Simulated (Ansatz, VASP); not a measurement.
## One calculation of CdS, two programs

```xyz
2
Lattice="0.0000 2.7532 2.7532 2.7532 0.0000 2.7532 2.7532 2.7532 0.0000" Properties=species:S:1:pos:R:3 pbc="T T T"
Cd    0.0000    0.0000    0.0000
S     2.7532    2.7532    2.7532
```

Alike in both runs: task single point; functional BLYP; k mesh 6 × 6 × 6; no spin polarisation.

|  | VASP | Ansatz |
| --- | --- | --- |
| version | VASP 6.6.1 | Ansatz 0.2.0 |
| potentials or method | VASP PAW PBE potentials, release 64 (Cd, S) | plane waves, PAW |
| plane-wave cutoff (eV) | 500 | 420 |
| occupations | gaussian, width 0.01 eV | fixed |
| valence electrons in the cell | 18 | 26 |

VASP gave:

- gap on the k mesh at the Fermi level (eV): 0.17

**Question.** Which values does Ansatz return?

**Answer.** gap on the k mesh at the Fermi level (eV): 0.15.

VASP's potentials were made for PBE, not for BLYP. VASP's potentials hold 18 valence electrons a cell and Ansatz's 26, so a difference there can come from the potentials and not from the codes.
